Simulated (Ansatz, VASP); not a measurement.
# NbSnSe4: VASP beside Ansatz

```
Nb Sn Se
1.0
     3.60318   -4.17429    0.00000
     3.60318    4.17429    0.00000
     0.00000    0.00000    4.73293
Nb Sn Se
1 1 4
Direct
  0.50000 0.50000 0.50000
  0.00000 0.00000 0.00000
  0.66069 0.33931 0.00000
  0.33931 0.66069 0.00000
  0.50000 0.00000 0.50000
  0.00000 0.50000 0.50000
```

Change from the starting cell: species swapped into the CeAlCo4 type (Cmmm, No. 65).

Alike in both runs: functional PBE; k mesh 3 × 3 × 3; occupations gaussian, width 0.15 eV; no spin polarisation.

Ansatz relaxed the structure, and its values are those at the end. VASP's run is a single point on that final structure, the one shown.

|  | VASP | Ansatz |
| --- | --- | --- |
| version | VASP 6.6.1 | Ansatz 0.2.0 |
| potentials or method | VASP PAW PBE potentials, release 64 (Nb_sv, Sn_d, Se), cutoff 500 eV | scalar-relativistic, plane waves, PAW |
| valence electrons in the cell | 51 | 91 |

|  | VASP | Ansatz | Ansatz less VASP |
| --- | --- | --- | --- |
| gap on the k mesh at the Fermi level (eV) | none | none | - |
| pressure (GPa) | 0.0 | 0.0 | +0.02 |
| rms of the force components (eV/Å) | 0.006 | 0.006 | -0.0004 |

A gap of «none» marks a metal or a gap that the smearing closes. With one functional, cell and mesh, what is left measures potentials, basis and numerics. VASP's potentials hold 51 valence electrons a cell and Ansatz's 91, so a difference there can come from the potentials and not from the codes.

The k mesh is coarse, so the values compare programs but aren't converged.
